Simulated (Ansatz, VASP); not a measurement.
MgO in VASP and in Ansatz

Contents of INCAR:

```
SYSTEM = MgO
PREC = Accurate
ENCUT = 520
EDIFF = 1E-6
ISMEAR = -1
SIGMA = 0.02
LREAL = .FALSE.
LASPH = .TRUE.
NELM = 80
ALGO = Normal
ISIF = 2
LWAVE = .FALSE.
LCHARG = .FALSE.
GGA = PE
NBANDS = 11
```

Contents of KPOINTS:

```
Automatic mesh
0
G
  10 10 10
  0 0 0
```

Contents of POSCAR:

```
MgO
1.0
    0.0000000000      2.1021674155      2.1231890896
    2.1021674155      0.0000000000      2.1231890896
    2.1021674155      2.1021674155      0.0000000000
Mg O
1 1
Direct
    0.0000000000      0.0000000000      0.0000000000
    0.5000000000      0.5000000000      0.5000000000
```

Input for Ansatz:

```yaml
crystal:
  lattice:
    - [0.0, 2.1021674155, 2.1231890896]
    - [2.1021674155, 0.0, 2.1231890896]
    - [2.1021674155, 2.1021674155, 0.0]
  atoms:
    - { symbol: Mg, position: [0.0, 0.0, 0.0] }
    - { symbol: O, position: [0.5, 0.5, 0.5] }
kpoints:
  mp_grid: { grid: [10, 10, 10] }
  band_path:
    path:
      - [0.0, 0.0, 0.0]
      - [0.5, 0.0, 0.5]
      - [0.625, 0.25, 0.625]
      - [0.375, 0.375, 0.75]
      - [0.5, 0.5, 0.5]
      - [0.5, 0.25, 0.75]
    npoints: 1
hamiltonian:
  xc: pbe
scf:
  occupations: { method: fermi_dirac, width: 0.02 }
  n_extra_bands: 4
output:
  forces: true
  stress: true
  eigenvalues: true
  write_density: true
  write_potential: true
  elf: true
  volumetric_format: npy
```

Change from the starting cell: uniaxial_z strain +1.0%.

Alike in both runs: task single point; functional PBE; k mesh 10 × 10 × 10; occupations fermi-dirac, width 0.02 eV; no spin polarisation.

|  | VASP | Ansatz |
| --- | --- | --- |
| version | VASP 6.6.1 | Ansatz 0.2.0 |
| potentials or method | VASP PAW PBE potentials, release 64 (Mg, O) | plane waves, PAW |
| plane-wave cutoff (eV) | 520 | 420 |
| valence electrons in the cell | 8 | 16 |

|  | VASP | Ansatz | Ansatz less VASP |
| --- | --- | --- | --- |
| gap on the k mesh at the Fermi level (eV) | 4.67 | 4.69 | +0.017 |
| pressure (GPa) | 3.2 | 4.0 | +0.74 |
| traceless stress, the component that is largest in VASP (GPa) | -1.35 | -1.34 | +0.008 |

VASP's potentials hold 8 valence electrons a cell and Ansatz's 16, so a difference there can come from the potentials and not from the codes.
